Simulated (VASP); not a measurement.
Here is a VASP 6.6.1 calculation.

The input POSCAR:

```
P
1.0
    4.8269041647     -4.2903700230      0.0039727382
    4.8269041647      4.2903700230      0.0039727382
   -0.0191252913      0.0000000000      5.5570947015
P
8
Direct
    0.8503811666      0.8387271602      0.2497776141
    0.1496188334      0.1612728398      0.7502223859
    0.7179118536      0.7115119814      0.5725434636
    0.2820881464      0.2884880186      0.4274565364
    0.5230083687      0.7786935399      0.2520179414
    0.2278853543      0.4827971483      0.7505068212
    0.4769916313      0.2213064601      0.7479820586
    0.7721146457      0.5172028517      0.2494931788
```

File INCAR.step1:

```
SYSTEM = P
  PREC = Accurate
  ENCUT = 520
  ISMEAR = 0
  SIGMA = 0.05
  LREAL = .FALSE.
  LASPH = .TRUE.
  NELM = 80
  NBANDS = 30
  GGA = PE
  ALGO = Normal
  EDIFF = 1E-4
  LWAVE = .TRUE.
  LCHARG = .FALSE.
```

The input INCAR.step2:

```
SYSTEM = P
  PREC = Accurate
  ENCUT = 520
  EDIFF = 1E-7
  ISMEAR = 0
  SIGMA = 0.05
  LREAL = .FALSE.
  LASPH = .TRUE.
  NELM = 80
  ALGO = Normal
  ISIF = 2
  LWAVE = .FALSE.
  LCHARG = .FALSE.
  METAGGA = R2SCAN
  LMIXTAU = .TRUE.
  NBANDS = 30
  ISTART = 1
```

KPOINTS

```
Automatic mesh
0
G
  4 4 4
  0 0 0
```

Potentials or basis: VASP PAW PBE potentials, release 64 (P).

The run is started by

```sh
$ cat potpaw_PBE.64/P/POTCAR > POTCAR
$ cp INCAR.step1 INCAR
$ mpirun -np 1 vasp_std > vasp.out
$ cp INCAR.step2 INCAR
$ mpirun -np 1 vasp_std > vasp.out
```

**Question.** Estimate the largest force.

**Answer.** 0.259 eV/Å.

**Question.** Predict the pressure.

**Answer.** -0.7 GPa.

Forces in eV/Å, atoms in the order of the input:
```
P   -0.240  0.010  0.082
P    0.240 -0.010 -0.082
P   -0.005  0.004 -0.245
P    0.005 -0.004  0.245
P    0.114 -0.217  0.080
P   -0.130 -0.208 -0.084
P   -0.114  0.217 -0.080
P    0.130  0.208  0.084
```

Caveat: the cell differs from its parent crystal (atoms displaced along a vibrational mode); the PAW data sets were made with another functional, which shifts forces and pressure a little.
